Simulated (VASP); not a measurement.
A run of VASP 6.6.1 is set up as follows.

INCAR

```
ALGO = Normal
EDIFF = 1E-6
EDIFFG = -0.04
ENCUT = 600
GGA = PE
IBRION = 2
ISIF = 3
ISMEAR = 0
LASPH = T
LCHARG = F
LREAL = F
LWAVE = F
NELM = 80
NSW = 90
PREC = Accurate
SIGMA = 0.1
```

File KPOINTS:

```
k-points
0
Gamma
  4 4 2
```

POSCAR

```
Zn2CdTe3
1.0
    4.6161258000      0.0000000000      0.0000000000
    0.0000000000      4.6161258000      0.0000000000
    0.0000000000      0.0000000000      7.7440602300
Zn Cd Te
2 1 3
Direct
    0.5000000000      0.0000000000      0.1480994800
    0.0000000000      0.5000000000      0.1480994800
    0.0000000000      0.0000000000      0.6683535700
    0.0000000000      0.0000000000      0.2119528400
    0.5000000000      0.0000000000      0.8257702600
    0.0000000000      0.5000000000      0.8257702600
```

Potentials or basis: VASP PAW PBE potentials, release 64 (Zn, Cd, Te).

Command:

```console
$ cat potpaw_PBE.64/Zn/POTCAR potpaw_PBE.64/Cd/POTCAR potpaw_PBE.64/Te/POTCAR > POTCAR
$ mpirun -np 1 vasp_std > vasp.out
```

Estimate the relaxed volume.

36.44 Å³/atom.

Estimate the relaxed cell.

a = 5.400 Å, b = 5.400 Å, c = 7.497 Å, α = 90.00°, β = 90.00°, γ = 90.00°.

Final structure:
```
CELL_PARAMETERS angstrom
5.40036 0.00000 0.00000
0.00000 5.40036 0.00000
0.00000 0.00000 7.49656
ATOMIC_POSITIONS crystal
Zn 0.50000 0.00000 0.14728
Zn 0.00000 0.50000 0.14728
Cd 0.00000 0.00000 0.65932
Te 0.00000 0.00000 0.27302
Te 0.50000 0.00000 0.80057
Te 0.00000 0.50000 0.80057
```

Caveat: the k points lie up to 0.42 Å⁻¹ apart in the final cell, too coarse for converged energies and pressures of a metal; the volume moved by over 15 % at a fixed basis, so the end points are rough.
